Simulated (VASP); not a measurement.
Write the native input for VASP 6.6.1 that does the following.

```
Task                   : single point
Functional             : revPBE
Potentials or basis    : VASP PAW PBE potentials, release 64 (Pb_d)
Cutoff                 : 520 eV
k mesh                 : 11 × 11 × 6
Occupations            : fermi-dirac, width 0.1 eV
Spin                   : no spin polarisation
Dipole correction      : no
Further INCAR settings : ALGO = Normal; EDIFF = 1e-07; NBANDS = 21
```

The structure of Pb lies in POSCAR:

```
Pb
1.0
    3.6819622730      0.0000000000      0.0000000000
   -1.8409811365      3.1886728642      0.0000000000
    0.0000000000      0.0000000000      6.0364174357
Pb
2
Direct
    0.3333333333      0.6666666667      0.2500000000
    0.6666666667      0.3333333333      0.7500000000
```

This cell differs from its parent crystal: volume scaled by 1.08.

The input as run:

INCAR

```
SYSTEM = Pb
PREC = Accurate ; ENCUT = 520
EDIFF = 1E-7 ; ISMEAR = -1
SIGMA = 0.1 ; LREAL = .FALSE.
LASPH = .TRUE. ; NELM = 100
ALGO = Normal ; ISIF = 2
LWAVE = .FALSE. ; LCHARG = .FALSE.
GGA = RE ; NBANDS = 21
```

KPOINTS

```
regular mesh
0
G
  11 11 6
  0 0 0
```

Potentials or basis: VASP PAW PBE potentials, release 64 (Pb_d).

Command:

```sh
$ cat potpaw_PBE.64/Pb_d/POTCAR > POTCAR
$ mpirun -np 1 vasp_std > vasp.out
```

It gave:

```json
{
  "Pressure": "-2.5 GPa",
  "Band gap on the k mesh": "zero (band 14 reaches 10.63 eV, above the bottom of band 15 at 4.48 eV)"
}
```

Caveat: the PAW data sets were made with another functional, which shifts forces and pressure a little; spin-orbit coupling is left out, which moves the levels of the heavy elements.

It took 66 s on 1 thread of Intel(R) Xeon(R) Platinum 8259CL CPU @ 2.50GHz (Skylake/Cascade Lake), with other jobs on the host, peak memory 0.22 GiB.
